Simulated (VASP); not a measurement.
# KF (Carobbiite) (Fm-3m) in VASP: notebook

Runs on KF (Carobbiite). Level: PBE. Tasks: single point.

Program: VASP 6.6.1. These are calculated values, not measurements. Logs are shortened: lines on timing, memory, paths and dates and some standing lists are left out, and cuts for length are marked.

### 1 The cell of the first run

Symmetry: Fm-3m, No. 225, cubic system. The conventional cell has a = 5.344 Å, b = 5.344 Å, c = 5.344 Å, α = 90.00°, β = 90.00°, γ = 90.00°. Within 3.5 Å of K (site symmetry m-3m) lie 6 F at 2.67 Å. F (site symmetry m-3m) has 6 K at 2.67 Å within 3.5 Å.

### 2 Single point, PBE

Input file INCAR:

```
SYSTEM = KF
ALGO = Normal ; EDIFF = 1E-6
ENCUT = 520 ; GGA = PE
ISIF = 2 ; ISMEAR = 0
LASPH = .True. ; LCHARG = .False.
LREAL = .False. ; LWAVE = .False.
NBANDS = 15 ; NELM = 80
PREC = Accurate ; SIGMA = 0.02
```

Input file KPOINTS:

```
k-points
0
Gamma
  8 8 8
  0 0 0
```

Input file POSCAR:

```
KF
1.0
    0.0000000000      2.6718500000      2.6718500000
    2.6718500000      0.0000000000      2.6718500000
    2.6718500000      2.6718500000      0.0000000000
K F
1 1
Direct
    0.0000000000      0.0000000000      0.0000000000
    0.5000000000      0.5000000000      0.5000000000
```

Potentials or basis: VASP PAW PBE potentials, release 64 (K_sv, F).

The run is started by

```sh
> cat potpaw_PBE.64/K_sv/POTCAR potpaw_PBE.64/F/POTCAR > POTCAR
> mpirun -np 1 vasp_std > vasp.out
```

OUTCAR:

```text
SYSTEM = KF
   EDIFF = 1E-6
   ENCUT = 520
   GGA = PE
   ISIF = 2
   ISMEAR = 0
   LASPH = .True.
   LREAL = .False.
   NELM = 80
   PREC = Accurate

 ion  position               nearest neighbor table
   1  0.000  0.000  0.000-   2 2.67   2 2.67   2 2.67   2 2.67   2 2.67   2 2.67
   2  0.500  0.500  0.500-   1 2.67   1 2.67   1 2.67   1 2.67   1 2.67   1 2.67

  LATTYP: Found a face centered cubic cell.
 ALAT       =     5.3437000000

  Lattice vectors:

 A1 = (   0.0000000000,   2.6718500000,   2.6718500000)
 A2 = (   2.6718500000,   0.0000000000,   2.6718500000)
 A3 = (   2.6718500000,   2.6718500000,   0.0000000000)

Analysis of symmetry for initial positions (statically):
=====================================================================
 Subroutine PRICEL returns:
 Original cell was already a primitive cell.

 Routine SETGRP: Setting up the symmetry group for a
 face centered cubic supercell.

 Subroutine GETGRP returns: Found 48 space group operations
 (whereof 48 operations were pure point group operations)
 out of a pool of 48 trial point group operations.

The static configuration has the point symmetry O_h .

Analysis of symmetry for dynamics (positions and initial velocities):
=====================================================================
 Subroutine PRICEL returns:
 Original cell was already a primitive cell.

 Routine SETGRP: Setting up the symmetry group for a
 face centered cubic supercell.

 Subroutine GETGRP returns: Found 48 space group operations
 (whereof 48 operations were pure point group operations)
 out of a pool of 48 trial point group operations.

The dynamic configuration has the point symmetry O_h .

 Subroutine INISYM returns: Found 48 space group operations
 (whereof 48 operations are pure point group operations),
 and found     1 'primitive' translations

----------------------------------------------------------------------------------------

                                     Primitive cell

  volume of cell :      38.1475

  direct lattice vectors                    reciprocal lattice vectors
     0.000000000  2.671850000  2.671850000    -0.187136254  0.187136254  0.187136254
     2.671850000  0.000000000  2.671850000     0.187136254 -0.187136254  0.187136254
     2.671850000  2.671850000  0.000000000     0.187136254  0.187136254 -0.187136254

  length of vectors
     3.778566507  3.778566507  3.778566507     0.324129500  0.324129500  0.324129500

  position of ions in fractional coordinates (direct lattice)
     0.000000000  0.000000000  0.000000000
[... 90 lines left out ...]
   NUPDOWN=      -1.0000    fix difference up-down
   EMIN   =  10.00;   EMAX   =-10.00  energy-range for DOS
   EFERMI =   0.00;   METHOD = LEGACY
   ISMEAR =     0;   SIGMA  =   0.02  broadening in eV -4-tet -1-fermi 0-gaus
   EFERMI_NEDOS =   21; number of points for ismear=-14 and -15
   IALGO  =     38    algorithm
   IMIX   =      4    mixing-type and parameters
     AMIX     =   0.40;   BMIX     =  1.00
     AMIX_MAG =   1.60;   BMIX_MAG =  1.00
  volume/ion in A,a.u.               =      19.07       128.72
  Fermi-wavevector in a.u.,A,eV,Ry     =   1.225442  2.315750 20.431978  1.501708
  Thomas-Fermi vector in A             =   2.360480
   LORBIT       =      0    0 simple, 1 ext, 2 COOP (PROOUT), +10 PAW based schemes
   GGA     = PE    functional components
   LHFCALC =     F    Hartree Fock is set to
   AEXX    =    0.0000 exact exchange contribution
   IVDW    =     0    specifies the selected vdW correction
   LEPSILON=     F    determine dielectric tensor
   LRPA    =     F    only Hartree local field effects (RPA)
 non-spin polarized calculation
 Gauss-broadening in eV      SIGMA  =   0.02
  energy-cutoff  :      520.00
  volume of cell :       38.15
 maximum number of plane-waves:      1036
   NGX = 13   NGY = 13   NGZ = 13

 number of electron      16.0000002 magnetization

 Free energy of the ion-electron system (eV)
  ---------------------------------------------------
  ext. energy  EPLUGINS =         0.00000000
  ---------------------------------------------------
  free energy    TOTEN  =        -8.29011000 eV

  energy without entropy =       -8.29011000  energy(sigma->0) =       -8.29011000

 E-fermi :  -2.7246     XC(G=0):  -8.4038

 val. band max:       -2.8045801597   @ k =   0.0000   0.0000   0.0000
 cond. band min:       3.3611159199   @ k =   0.0000   0.0000   0.0000
 fundamental gap:      6.1656960795
 Fermi energy:        -2.7245551037

 k-point     1 :       0.0000    0.0000    0.0000
  band No.  band energies     occupation
      1     -28.9420      2.00000
      2     -21.4602      2.00000
      3     -12.1925      2.00000
      4     -12.1925      2.00000
      5     -12.1925      2.00000
      6      -2.8046      2.00000
      7      -2.8046      2.00000
      8      -2.8046      2.00000
      9       3.3611      0.00000
     10       7.8748      0.00000
     11       7.8748      0.00000
     12       7.8748      0.00000
     13       9.5465      0.00000
     14       9.5465      0.00000
[... 401 lines left out ...]
      2     -21.5256      2.00000
      3     -12.5124      2.00000
      4     -12.4083      2.00000
      5     -12.2653      2.00000
      6      -3.3738      2.00000
      7      -3.0831      2.00000
      8      -3.0599      2.00000
      9       6.5940      0.00000
     10       7.2878      0.00000
     11       8.8713      0.00000
     12       9.9142      0.00000
     13      11.1684      0.00000
     14      12.2190      0.00000
     15      12.4665      0.00000

 [... further k-points ...]

------------------------ aborting loop because EDIFF is reached ----------------------------------------

  FORCE on cell =-STRESS in cart. coord.  units (eV):
  Direction    XX          YY          ZZ          XY          YZ          ZX
  --------------------------------------------------------------------------------------
  -------------------------------------------------------------------------------------
  Total        0.3385057      0.3385057      0.3385057      0.0000000     -0.0000000      0.0000000
  in kB       14.2170788     14.2170788     14.2170788      0.0000000     -0.0000000      0.0000000
  external PRESSURE =      14.2170788 kB  Pullay stress =       0.0000000 kB

 VOLUME and BASIS-vectors are now :
 -----------------------------------------------------------------------------
  energy-cutoff  :      520.00
  volume of cell :       38.15
      direct lattice vectors                 reciprocal lattice vectors
     0.000000000  2.671850000  2.671850000    -0.187136254  0.187136254  0.187136254
     2.671850000  0.000000000  2.671850000     0.187136254 -0.187136254  0.187136254
     2.671850000  2.671850000  0.000000000     0.187136254  0.187136254 -0.187136254

 POSITION                                       TOTAL-FORCE (eV/Angst)
 -----------------------------------------------------------------------------------
      0.00000      0.00000      0.00000        -0.000000     -0.000000     -0.000000
      2.67185      2.67185      2.67185         0.000000      0.000000      0.000000
 -----------------------------------------------------------------------------------
    total drift:                                0.000000      0.000000      0.000000

  FREE ENERGIE OF THE ION-ELECTRON SYSTEM (eV)
  ---------------------------------------------------
  free  energy   TOTEN  =        -8.2901099966 eV

  energy  without entropy=       -8.2901099966  energy(sigma->0) =       -8.29011000
```

OSZICAR:

```text
N       E                     dE             d eps       ncg     rms          rms(c)
DAV:   1     0.107555087777E+03    0.10756E+03   -0.83222E+03   870   0.104E+03
DAV:   2    -0.535757827146E+01   -0.11291E+03   -0.10548E+03  1150   0.284E+02
DAV:   3    -0.943019882819E+01   -0.40726E+01   -0.40570E+01  1117   0.481E+01
DAV:   4    -0.955218762881E+01   -0.12199E+00   -0.12198E+00  1194   0.778E+00
DAV:   5    -0.955361300798E+01   -0.14254E-02   -0.14254E-02  1163   0.750E-01    0.633E+00
DAV:   6    -0.832114448991E+01    0.12325E+01   -0.35051E+00   898   0.148E+01    0.402E+00
DAV:   7    -0.829178274296E+01    0.29362E-01   -0.65886E-02  1073   0.222E+00    0.226E+00
DAV:   8    -0.828784416176E+01    0.39386E-02   -0.51179E-02   975   0.223E+00    0.193E-01
DAV:   9    -0.828941411438E+01   -0.15700E-02   -0.37834E-03  1073   0.511E-01    0.123E-01
DAV:  10    -0.828998306629E+01   -0.56895E-03   -0.46898E-04   919   0.187E-01    0.617E-02
DAV:  11    -0.829011075947E+01   -0.12769E-03   -0.12725E-04   905   0.946E-02    0.195E-02
DAV:  12    -0.829010991008E+01    0.84939E-06   -0.12363E-05  1102   0.352E-02    0.435E-03
DAV:  13    -0.829010999663E+01   -0.86556E-07   -0.20821E-06   947   0.130E-02
   1 F= -.82901100E+01 E0= -.82901100E+01  d E =-.736365E-11
```

Wall time 22 s (1 thread of AMD EPYC 7R43 (Zen 3), shared host); peak memory 0.13 GiB.

What came out:

* Free energy: -8.2901 eV
* Pressure: 1.4 GPa
* Band gap on the k mesh: 6.17 eV, direct

A k mesh can miss the band edges. As with any semilocal functional, this PBE gap is likely too small.

### 3 Single point, PBE (volume scaled by 0.97)

Input file INCAR:

```
PREC = Accurate ; ENCUT = 520
EDIFF = 1E-6 ; ISMEAR = 0
SIGMA = 0.02 ; LREAL = F
LASPH = T ; NELM = 80
ALGO = Normal ; ISIF = 2
LWAVE = F ; LCHARG = F
GGA = PE ; NBANDS = 15
```

Input file KPOINTS:

```
Automatic mesh
0
Gamma
  8 8 8
```

Input file POSCAR:

```
KF
1.0
    0.0000000000      2.6819972211      2.6819972211
    2.6819972211      0.0000000000      2.6819972211
    2.6819972211      2.6819972211      0.0000000000
K F
1 1
Direct
    0.0000000000      0.0000000000      0.0000000000
    0.5000000000      0.5000000000      0.5000000000
```

Potentials or basis: VASP PAW PBE potentials, release 64 (K_sv, F).

The run is started by

```sh
> cat potpaw_PBE.64/K_sv/POTCAR potpaw_PBE.64/F/POTCAR > POTCAR
> mpirun -np 1 vasp_std > vasp.out
```

Wall time 21 s (1 thread of AMD EPYC 7R43 (Zen 3), shared host); peak memory 0.12 GiB.

Results (log left out):

- Free energy: -8.2939 eV
- Pressure: 1.0 GPa
- Band gap on the k mesh: 6.11 eV, direct

Levels at points of the mesh, in eV from the valence-band top:
| k point | band 6 | band 7 | band 8 | band 9 | band 10 | band 11 |
| --- | --- | --- | --- | --- | --- | --- |
| (0.00, 0.00, 0.00) | 0.00 | 0.00 | 0.00 | 6.11 | 10.65 | 10.65 |
| (0.50, 0.00, 0.00) | -0.78 | -0.34 | -0.34 | 9.02 | 10.52 | 12.02 |
| (0.50, 0.50, 0.00) | -0.22 | -0.06 | -0.06 | 8.19 | 10.24 | 11.72 |
